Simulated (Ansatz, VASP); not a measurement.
Two plane-wave programs on InSe2

```
CELL_PARAMETERS angstrom
3.89489 0.00000 0.00000
0.00000 3.89489 0.00000
0.00000 0.00000 9.62623
ATOMIC_POSITIONS crystal
In 0.00000 0.50000 0.70647
In 0.50000 0.00000 0.29353
Se 0.00000 0.50000 0.36621
Se 0.50000 0.00000 0.63379
Se 0.00000 0.00000 0.00000
Se 0.50000 0.50000 0.00000
```

Alike in both runs: task single point; functional PBE; k mesh 4 × 4 × 1; occupations gaussian, width 0.1 eV; no spin polarisation.

|  | VASP | Ansatz |
| --- | --- | --- |
| version | VASP 6.6.1 | Ansatz 0.2.0 |
| potentials or method | VASP PAW PBE potentials, release 64 (In_d, Se), cutoff 520 eV | scalar-relativistic, plane waves, PAW |
| valence electrons in the cell | 50 | 90 |

Ansatz gave:

```
gap on the k mesh at the Fermi level (eV)                     : none
pressure (GPa)                                                : -0.3
traceless stress, the component that is largest in VASP (GPa) : 0.22
rms of the force components (eV/Å)                            : 0.080
```

Q: Which values does VASP return?

A: gap on the k mesh at the Fermi level (eV): none; pressure (GPa): -0.3; traceless stress, the component that is largest in VASP (GPa): 0.21; rms of the force components (eV/Å): 0.080.

Atom by atom the forces differ by 0.000 eV/Å (rms over components). A gap of «none» marks a metal or a gap that the smearing closes. The functional is the same, so the differences come from potentials, cutoffs and numerics. VASP's potentials hold 50 valence electrons a cell and Ansatz's 90, so a difference there can come from the potentials and not from the codes.

The k mesh is coarse, so the values compare programs but aren't converged.
